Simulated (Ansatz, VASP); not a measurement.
# One calculation of TaN, two programs

The input INCAR:

```
  PREC = Accurate
  ENCUT = 520
  EDIFF = 1E-7
  ISMEAR = -1
  SIGMA = 0.05
  LREAL = F
  LASPH = T
  NELM = 100
  ALGO = Normal
  ISIF = 2
  LWAVE = F
  LCHARG = T
  LELF = T
  LVHAR = T
  NBANDS = 15
```

The input KPOINTS:

```
Automatic mesh
0
Gamma
  10 10 9
```

The input POSCAR:

```
TaN
1.0
    2.9574575207      0.0000000000      0.0000000000
   -1.4787287603      2.5612333435      0.0000000000
    0.0000000000      0.0000000000      2.9020932717
Ta N
1 1
Direct
    0.0000000000      0.0000000000      0.5000000000
    0.6666666667      0.3333333333      0.0000000000
```

File input.yaml:

```yaml
crystal:
  lattice:
    - [2.9574575207, 0.0, 0.0]
    - [-1.4787287603, 2.5612333435, 0.0]
    - [0.0, 0.0, 2.9020932717]
  atoms:
    - { symbol: Ta, position: [0.0, 0.0, 0.5] }
    - { symbol: "N", position: [0.6666666667, 0.3333333333, 0.0] }
kpoints:
  mp_grid: { grid: [10, 10, 9] }
scf:
  occupations: { method: fermi_dirac, width: 0.05 }
hamiltonian:
  xc: lda
  pseudopotentials: { kind: all_electron, lapw: { basis_error: 0.001 } }
output:
  forces: true
  stress: true
  eigenvalues: true
```

Change from the starting cell: volume scaled by 1.02.

Alike in both runs: task single point; functional LDA; k mesh 10 × 10 × 9; occupations fermi-dirac, width 0.05 eV; no spin polarisation.

|  | VASP | Ansatz |
| --- | --- | --- |
| version | VASP 6.6.1 | Ansatz 0.2.0 |
| potentials or method | VASP PAW LDA potentials, release 64 (Ta_pv, N), cutoff 520 eV | all-electron LAPW, scalar-relativistic |

Ansatz gave:

| Quantity | Value |
| --- | --- |
| gap on the k mesh at the Fermi level (eV) | none |
| pressure (GPa) | -17.7 |
| traceless stress, the component that is largest in VASP (GPa) | -1.57 |

Question: Which values does VASP return?

Answer: gap on the k mesh at the Fermi level (eV): none; pressure (GPa): -16.2; traceless stress, the component that is largest in VASP (GPa): -1.44.

LDA's correlation is that of Perdew and Zunger in VASP and of Perdew and Wang (1992) in Ansatz. A gap of «none» marks a metal or a gap that the smearing closes. Ansatz ran all-electron here, and VASP with PAW potentials.

Spin-orbit coupling is off throughout.
